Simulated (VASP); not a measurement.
# ZrBS (P4/nmm) in VASP: single point with LDA

Aim: the single point of ZrBS with LDA.

All numbers are computed with VASP 6.6.1; they aren't measurements. Logs are shortened: lines on timing, memory, paths and dates and some standing lists are left out, and cuts for length are marked.

**1. The cell of the first run**

The structure is tetragonal, space group P4/nmm (No. 129). The conventional cell has a = 3.326 Å, b = 3.326 Å, c = 7.371 Å, α = 90.00°, β = 90.00°, γ = 90.00°. Within 3.1 Å of B (site symmetry -4m2) lie 4 B at 2.35 Å and 4 Zr at 2.63 Å. Within 3.4 Å of Zr (site symmetry 4mm) lie 5 S at 2.47 to 2.54 Å and 4 B at 2.63 Å and 4 Zr at 3.33 Å. Within 3.4 Å of S (site symmetry 4mm) lie 5 Zr at 2.47 to 2.54 Å and 8 S at 2.96 to 3.33 Å and 4 B at 3.24 Å.

**2. Single point, LDA**

POSCAR reads:

```
ZrBS
1.0
    3.3261400000      0.0000000000      0.0000000000
    0.0000000000      3.3261400000      0.0000000000
    0.0000000000      0.0000000000      7.3709480000
B Zr S
2 2 2
Direct
    0.0000000000      0.0000000000      0.0000000000
    0.5000000000      0.5000000000      0.0000000000
    0.0000000000      0.5000000000      0.2770000000
    0.5000000000      0.0000000000      0.7230000000
    0.0000000000      0.5000000000      0.6220000000
    0.5000000000      0.0000000000      0.3780000000
```

INCAR.step1 reads:

```
SYSTEM = ZrBS
ALGO = Normal
EDIFF = 1E-6
ENCUT = 520
GGA = CA
ISIF = 2
ISMEAR = -1
LASPH = .True.
LCHARG = .True.
LMAXMIX = 4
LREAL = .False.
LWAVE = .False.
NBANDS = 30
NELM = 80
PREC = Accurate
SIGMA = 0.1
```

KPOINTS.step1 reads:

```
k-points
0
Gamma
  10 10 5
  0 0 0
```

INCAR.step2 reads:

```
SYSTEM = ZrBS
ALGO = Normal
EDIFF = 1E-6
ENCUT = 520
GGA = CA
ICHARG = 11
ISIF = 2
ISMEAR = -5
LASPH = .True.
LCHARG = .False.
LMAXMIX = 4
LORBIT = 11
LREAL = .False.
LWAVE = .False.
NBANDS = 30
NEDOS = 1001
NELM = 80
PREC = Accurate
SIGMA = 0.1
```

KPOINTS.step2 reads:

```
k-points
0
Gamma
  15 15 8
  0 0 0
```

Potentials or basis: VASP PAW LDA potentials, release 64 (B, Zr_sv, S).

Run with:

```console
$ cat potpaw_LDA.64/B/POTCAR potpaw_LDA.64/Zr_sv/POTCAR potpaw_LDA.64/S/POTCAR > POTCAR
$ cp INCAR.step1 INCAR
$ cp KPOINTS.step1 KPOINTS
$ mpirun -np 1 vasp_std > vasp.out
$ cp INCAR.step2 INCAR
$ cp KPOINTS.step2 KPOINTS
$ mpirun -np 1 vasp_std > vasp.out
```

OUTCAR:

```text
SYSTEM = ZrBS
   EDIFF = 1E-6
   ENCUT = 520
   GGA = CA
   ICHARG = 11
   ISIF = 2
   ISMEAR = -5
   LASPH = .True.
   LORBIT = 11
   LREAL = .False.
   NELM = 80
   PREC = Accurate

 ion  position               nearest neighbor table
   1  0.000  0.000  0.000-   3 2.63   4 2.63   3 2.63   4 2.63
   2  0.500  0.500  0.000-   3 2.63   4 2.63   4 2.63   3 2.63
   3  0.000  0.500  0.277-   6 2.47   6 2.47   6 2.47   6 2.47   5 2.54   1 2.63   2 2.63   2 2.63
                             1 2.63
   4  0.500  0.000  0.723-   5 2.47   5 2.47   5 2.47   5 2.47   6 2.54   1 2.63   1 2.63   2 2.63
                             2 2.63
   5  0.000  0.500  0.622-   4 2.47   4 2.47   4 2.47   4 2.47   3 2.54
   6  0.500  0.000  0.378-   3 2.47   3 2.47   3 2.47   3 2.47   4 2.54

  LATTYP: Found a simple tetragonal cell.
 ALAT       =     3.3261400000
 C/A-ratio  =     2.2160666719

  Lattice vectors:

 A1 = (   3.3261400000,   0.0000000000,   0.0000000000)
 A2 = (   0.0000000000,   3.3261400000,   0.0000000000)
 A3 = (   0.0000000000,   0.0000000000,   7.3709480000)

Analysis of symmetry for initial positions (statically):
=====================================================================
 Subroutine PRICEL returns:
 Original cell was already a primitive cell.

 Routine SETGRP: Setting up the symmetry group for a
 simple tetragonal supercell.

 Subroutine GETGRP returns: Found 16 space group operations
 (whereof  8 operations were pure point group operations)
 out of a pool of 16 trial point group operations.

The static configuration has the point symmetry D_2d.
 The point group associated with its full space group is D_4h.

Analysis of symmetry for dynamics (positions and initial velocities):
=====================================================================
 Subroutine PRICEL returns:
 Original cell was already a primitive cell.

 Routine SETGRP: Setting up the symmetry group for a
 simple tetragonal supercell.

 Subroutine GETGRP returns: Found 16 space group operations
 (whereof  8 operations were pure point group operations)
 out of a pool of 16 trial point group operations.

The dynamic configuration has the point symmetry D_2d.
 The point group associated with its full space group is D_4h.

 Subroutine INISYM returns: Found 16 space group operations
 (whereof  8 operations are pure point group operations),
 and found     1 'primitive' translations

----------------------------------------------------------------------------------------

                                     Primitive cell

  volume of cell :      81.5463

  direct lattice vectors                    reciprocal lattice vectors
     3.326140000  0.000000000  0.000000000     0.300648800  0.000000000  0.000000000
     0.000000000  3.326140000  0.000000000     0.000000000  0.300648800  0.000000000
     0.000000000  0.000000000  7.370948000     0.000000000  0.000000000  0.135667759

  length of vectors
     3.326140000  3.326140000  7.370948000     0.300648800  0.300648800  0.135667759

  position of ions in fractional coordinates (direct lattice)
     0.000000000  0.000000000  0.000000000
     0.500000000  0.500000000  0.000000000
     0.000000000  0.500000000  0.277000000
     0.500000000  0.000000000  0.723000000
     0.000000000  0.500000000  0.622000000
     0.500000000  0.000000000  0.378000000

  ion indices of the primitive-cell ions
   primitive index   ion index
                 1           1
                 2           2
                 3           3
                 4           4
                 5           5
                 6           6

----------------------------------------------------------------------------------------

 KPOINTS: k-points

Automatic generation of k-mesh.
 Grid dimensions read from file:
 generate k-points for:   15   15    8

 Generating k-lattice:

  Cartesian coordinates                     Fractional coordinates (reciprocal lattice)
     0.020043253  0.000000000  0.000000000     0.066666667  0.000000000  0.000000000
     0.000000000  0.020043253  0.000000000     0.000000000  0.066666667  0.000000000
     0.000000000  0.000000000  0.016958470     0.000000000  0.000000000  0.125000000

  Length of vectors
     0.020043253  0.020043253  0.016958470

  Shift w.r.t. Gamma in fractional coordinates (k-lattice)
     0.000000000  0.000000000  0.000000000

 TETIRR: Found   2692 inequivalent tetrahedra from    10800

 Subroutine IBZKPT returns following result:
 ===========================================

 Found    180 irreducible k-points:

 Following reciprocal coordinates:
            Coordinates               Weight
  0.000000  0.000000  0.000000      1.000000
  0.066667  0.000000  0.000000      4.000000
  0.133333  0.000000  0.000000      4.000000
  0.200000  0.000000  0.000000      4.000000
  0.266667  0.000000  0.000000      4.000000
  0.333333  0.000000  0.000000      4.000000
[... 16 lines left out ...]
  0.266667  0.200000  0.000000      8.000000
  0.333333  0.200000  0.000000      8.000000
 [... further k-points ...]
   k-points           NKPTS =    180   k-points in BZ     NKDIM =    180   number of bands    NBANDS=     30
   number of dos      NEDOS =   1001   number of ions     NIONS =      6
   total plane-waves  NPLWV =  43904
   dimension x,y,z NGX =    28 NGY =   28 NGZ =   56
   dimension x,y,z NGXF=    56 NGYF=   56 NGZF=  112
   ions per type =               2   2   2
   NGX,Y,Z   is equivalent  to a cutoff of  13.99, 13.99, 12.63 a.u.
   NGXF,Y,Z  is equivalent  to a cutoff of  27.99, 27.99, 25.26 a.u.
 SYSTEM =  ZrBS
   PREC   = accura    normal or accurate (medium, high low for compatibility)
   ISTART =      0    job   : 0-new  1-cont  2-samecut
   ICHARG =     11    charge: 1-file 2-atom 10-const
   ISPIN  =      1    spin polarized calculation?
   LNONCOLLINEAR =      F non collinear calculations
   LSORBIT =      F    spin-orbit coupling
   LASPH  =      T    aspherical Exc in radial PAW
   ENCUT  =  520.0 eV  38.22 Ry    6.18 a.u.   6.18  6.18 13.71*2*pi/ulx,y,z
   NELM   =     80;   NELMIN=  2; NELMDL=  0     # of ELM steps
   EDIFF  = 0.1E-05   stopping-criterion for ELM
   LREAL  =      F    real-space projection
[... 7 lines left out ...]
   TEBEG  =    0.0;   TEEND  =   0.0 temperature during run
   PSTRESS=    0.0 pullay stress
   NELECT =      42.0000    total number of electrons
   NUPDOWN=      -1.0000    fix difference up-down
   EMIN   =  10.00;   EMAX   =-10.00  energy-range for DOS
   EFERMI =   0.00;   METHOD = LEGACY
   ISMEAR =    -5;   SIGMA  =   0.10  broadening in eV -4-tet -1-fermi 0-gaus
   EFERMI_NEDOS =   21; number of points for ismear=-14 and -15
   IALGO  =     38    algorithm
   IMIX   =      4    mixing-type and parameters
     AMIX     =   0.40;   BMIX     =  1.00
     AMIX_MAG =   1.60;   BMIX_MAG =  1.00
  volume/ion in A,a.u.               =      13.59        91.72
  Fermi-wavevector in a.u.,A,eV,Ry     =   1.312270  2.479830 23.429940  1.722052
  Thomas-Fermi vector in A             =   2.442674
   LORBIT       =     11    0 simple, 1 ext, 2 COOP (PROOUT), +10 PAW based schemes
   GGA     = CA    functional components
   LHFCALC =     F    Hartree Fock is set to
   AEXX    =    0.0000 exact exchange contribution
   IVDW    =     0    specifies the selected vdW correction
   LEPSILON=     F    determine dielectric tensor
   LRPA    =     F    only Hartree local field effects (RPA)
 non-spin polarized calculation
 Fermi weights with tetrahedron method with Bloechl corrections
  energy-cutoff  :      520.00
  volume of cell :       81.55
 maximum number of plane-waves:      2224
 NGX is ok and might be reduce to    28

 number of electron      41.9999997 magnetization

 Free energy of the ion-electron system (eV)
  ---------------------------------------------------
  ext. energy  EPLUGINS =         0.00000000
  ---------------------------------------------------
  free energy    TOTEN  =       -46.45710070 eV

  energy without entropy =      -46.45710070  energy(sigma->0) =      -46.45710070

 E-fermi :   9.1916     XC(G=0): -11.9779

 val. band max:        9.2363518525   @ k =   0.2667   0.0000   0.5000
 cond. band min:       9.1678641051   @ k =   0.1333   0.1333   0.0000
 fundamental gap:     -0.0684877475
 Fermi energy:         9.1915836045

 k-point     1 :       0.0000    0.0000    0.0000
  band No.  band energies     occupation
      1     -38.7761      2.00000
      2     -38.7668      2.00000
      3     -17.2288      2.00000
      4     -17.0204      2.00000
      5     -16.9586      2.00000
      6     -16.9586      2.00000
[... 22 lines left out ...]
     29      14.7956      0.00000
     30      14.8085      0.00000

 k-point     2 :       0.0667    0.0000    0.0000
  band No.  band energies     occupation
      1     -38.7743      2.00000
      2     -38.7652      2.00000
      3     -17.2254      2.00000
      4     -17.0194      2.00000
      5     -16.9839      2.00000
      6     -16.9574      2.00000
[... 22 lines left out ...]
     29      14.4360      0.00000
     30      14.9011      0.00000

 k-point     3 :       0.1333    0.0000    0.0000
  band No.  band energies     occupation
      1     -38.7693      2.00000
      2     -38.7608      2.00000
      3     -17.2184      2.00000
      4     -17.0549      2.00000
      5     -17.0214      2.00000
      6     -17.0163      2.00000
[... 682 lines left out ...]
     29      13.9955      0.00000
     30      14.9542      0.00000

 k-point    24 :       0.3333    0.2000    0.0000
  band No.  band energies     occupation
      1     -38.7314      2.00000
      2     -38.7276      2.00000
      3     -17.3448      2.00000
      4     -17.3339      2.00000
      5     -17.0936      2.00000
      6     -17.0799      2.00000
[... 22 lines left out ...]
     29      14.2334      0.00000
     30      14.7665      0.00000

 [... further k-points ...]

------------------------ aborting loop because EDIFF is reached ----------------------------------------

  FORCE on cell =-STRESS in cart. coord.  units (eV):
  Direction    XX          YY          ZZ          XY          YZ          ZX
  --------------------------------------------------------------------------------------
  -------------------------------------------------------------------------------------
  Total        3.8329733      3.8329733      2.8068916      0.0000000     -0.0000000      0.0000000
  in kB       75.3081498     75.3081498     55.1482613      0.0000000     -0.0000000      0.0000000
  external PRESSURE =      68.5881870 kB  Pullay stress =       0.0000000 kB

 VOLUME and BASIS-vectors are now :
 -----------------------------------------------------------------------------
  energy-cutoff  :      520.00
  volume of cell :       81.55
      direct lattice vectors                 reciprocal lattice vectors
     3.326140000  0.000000000  0.000000000     0.300648800  0.000000000  0.000000000
     0.000000000  3.326140000  0.000000000     0.000000000  0.300648800  0.000000000
     0.000000000  0.000000000  7.370948000     0.000000000  0.000000000  0.135667759

 POSITION                                       TOTAL-FORCE (eV/Angst)
 -----------------------------------------------------------------------------------
      0.00000      0.00000      0.00000         0.000000      0.000000      0.000000
      1.66307      1.66307      0.00000         0.000000     -0.000000      0.000000
      0.00000      1.66307      2.04175         0.000000     -0.000000     -3.579429
      1.66307      0.00000      5.32920         0.000000      0.000000      3.579429
      0.00000      1.66307      4.58473         0.000000      0.000000      0.242283
      1.66307      0.00000      2.78622        -0.000000     -0.000000     -0.242283
 -----------------------------------------------------------------------------------
    total drift:                               -0.000000     -0.000000      0.000000

  FREE ENERGIE OF THE ION-ELECTRON SYSTEM (eV)
  ---------------------------------------------------
  free  energy   TOTEN  =       -46.4571007045 eV

  energy  without entropy=      -46.4571007045  energy(sigma->0) =      -46.45710070

 total charge

# of ion       s       p       d       tot
------------------------------------------
    1        0.673   0.863   0.000   1.536
    2        0.673   0.863   0.000   1.536
    3        2.181   6.029   1.816  10.027
    4        2.181   6.029   1.816  10.027
    5        1.332   2.538   0.000   3.870
    6        1.332   2.538   0.000   3.870
--------------------------------------------------
tot          8.372  18.860   3.632  30.864
```

Wall time 10 min (1 thread of Intel Xeon 8259CL, shared host); peak memory 0.45 GiB.

Results:

```
Valence electrons inside the program's atomic spheres : B 1.54; Zr 10.03; S 3.87
```
